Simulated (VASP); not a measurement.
# Sn3Se: single point with PBE

Sn3Se:

```xyz
4
Lattice="0.0000 3.7606 3.7606 3.7280 0.0326 3.7280 3.7280 3.7280 0.0326" Properties=species:S:1:pos:R:3 pbc="T T T"
Sn    1.8640    1.8803    1.8803
Sn    5.5919    5.6409    5.6409
Sn    3.7280    3.7606    3.7606
Se    0.0000    0.0000    0.0000
```

This cell differs from its parent crystal: strain +0.0175 x Voigt [0, 0, 0, 1, 0, 0].

| Item | Value |
| --- | --- |
| Program | VASP 6.6.1 |
| Task | single point |
| Functional | PBE |
| Potentials or basis | VASP PAW PBE potentials, release 64 (Sn_d, Se) |
| Cutoff | 520 eV |
| k mesh | 12 × 12 × 12 |
| Occupations | gaussian, width 0.15 eV |
| Spin | no spin polarisation |
| Dipole correction | no |
| Further INCAR settings | ALGO = Normal; EDIFF = 1e-07; NBANDS = 32 |

```json
{"Pressure": "0.1 GPa", "Largest force": "0.040 eV/Å", "Band gap on the k mesh": "zero (bands 24 and 25 overlap by 2.10 eV)"}
```

Forces in eV/Å, atoms in the order of the input:
```
Sn   0.040  0.000  0.000
Sn  -0.040  0.000  0.000
Sn   0.000  0.000  0.000
Se   0.000  0.000  0.000
```

Stress tensor (GPa, compression positive):
```
 0.14  0.00  0.00
 0.00  0.11 -0.18
 0.00 -0.18  0.11
```

Levels at points of the mesh, in eV from the Fermi level:
| k point | band 21 | band 22 | band 23 | band 24 | band 25 | band 26 | band 27 | band 28 |
| --- | --- | --- | --- | --- | --- | --- | --- | --- |
| (0.00, 0.00, 0.00) | -2.85 | -2.84 | -1.33 | -1.27 | -1.23 | -0.59 | -0.54 | -0.49 |
| (0.50, 0.00, 0.00) | -3.33 | -2.14 | -2.12 | -0.84 | 0.40 | 2.05 | 2.16 | 3.44 |
| (0.00, 0.50, 0.00) | -3.35 | -2.18 | -2.16 | -0.86 | 0.36 | 2.09 | 2.21 | 3.51 |
| (0.50, 0.50, 0.00) | -4.81 | -0.33 | 0.47 | 0.47 | 1.01 | 2.78 | 2.78 | 3.27 |
| (0.00, 0.50, 0.50) | -4.78 | -0.32 | 0.43 | 0.50 | 1.02 | 2.72 | 2.84 | 3.27 |

Run time: 15 min on 1 thread of Intel(R) Xeon(R) Platinum 8488C (Sapphire Rapids), with other jobs on the host, peak memory 0.81 GiB.

Caveat: the cell differs from its parent crystal (strain +0.0175 x Voigt [0, 0, 0, 1, 0, 0]); spin-orbit coupling is left out, which moves the levels of the heavy elements.
